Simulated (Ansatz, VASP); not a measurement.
# Two plane-wave programs on CdS

Contents of POSCAR:

```
CdS
1.0
    0.0000000000      2.9165000000      2.9165000000
    2.9165000000      0.0000000000      2.9165000000
    2.9165000000      2.9165000000      0.0000000000
Cd S
1 1
Direct
    0.0000000000      0.0000000000      0.0000000000
    0.7500000000      0.7500000000      0.7500000000
```

File INCAR.step1:

```
ALGO = Normal
EDIFF = 1E-5
ENCUT = 520
GGA = PE
ISIF = 2
ISMEAR = -1
LASPH = T
LCHARG = F
LREAL = F
LWAVE = T
NBANDS = 16
NELM = 100
PREC = Accurate
SIGMA = 0.05
```

Contents of INCAR.step2:

```
AEXX = 0.15
ALGO = Normal
EDIFF = 1E-6
ENCUT = 520
ISIF = 2
ISMEAR = -1
ISTART = 1
LASPH = T
LCHARG = F
LHFCALC = T
LMIXTAU = T
LREAL = F
LWAVE = F
METAGGA = R2SCAN
NBANDS = 16
NELM = 100
PREC = Accurate
PRECFOCK = Normal
SIGMA = 0.05
```

Contents of KPOINTS:

```
k-points
0
Gamma
  5 5 5
```

File input.yaml:

```yaml
crystal:
  lattice:
    - [0.0, 2.9165, 2.9165]
    - [2.9165, 0.0, 2.9165]
    - [2.9165, 2.9165, 0.0]
  atoms:
    - { symbol: Cd, position: [0.0, 0.0, 0.0] }
    - { symbol: S, position: [0.75, 0.75, 0.75] }
hamiltonian:
  xc: { exchange: r2scan, correlation: r2scan, exx: { coeff: 0.15 } }
  pseudopotentials: { kind: paw }
kpoints:
  mp_grid: { grid: [5, 5, 5] }
scf:
  occupations: { method: fermi_dirac, width: 0.05 }
output:
  forces: true
  stress: true
  eigenvalues: true
```

Alike in both runs: task single point; functional r2SCAN-based global hybrid with a share of 0.15 of exact exchange; k mesh 5 × 5 × 5; occupations fermi-dirac, width 0.05 eV; no spin polarisation.

|  | VASP | Ansatz |
| --- | --- | --- |
| version | VASP 6.6.1 | Ansatz 0.2.0 |
| potentials or method | VASP PAW PBE potentials, release 64 (Cd, S) | Ansatz PAW |
| plane-wave cutoff (eV) | 520 | 500 |
| valence electrons in the cell | 18 | 26 |

```csv
,VASP,Ansatz,Ansatz less VASP
gap on the k mesh at the Fermi level (eV),2.50,2.48,-0.015
least direct gap on the mesh (eV),2.50,2.48,-0.015
pressure (GPa),1.4,1.1,-0.27
```

VASP's potentials were made for PBE, not for r2SCAN-based global hybrid. With one functional, cell and mesh, what is left measures potentials, basis and numerics. VASP's potentials hold 18 valence electrons a cell and Ansatz's 26, so a difference there can come from the potentials and not from the codes.

Noted on Ansatz's run: odd divisions of the mesh miss points on the zone boundary, where band edges often lie, so the gap on the mesh can be too wide.
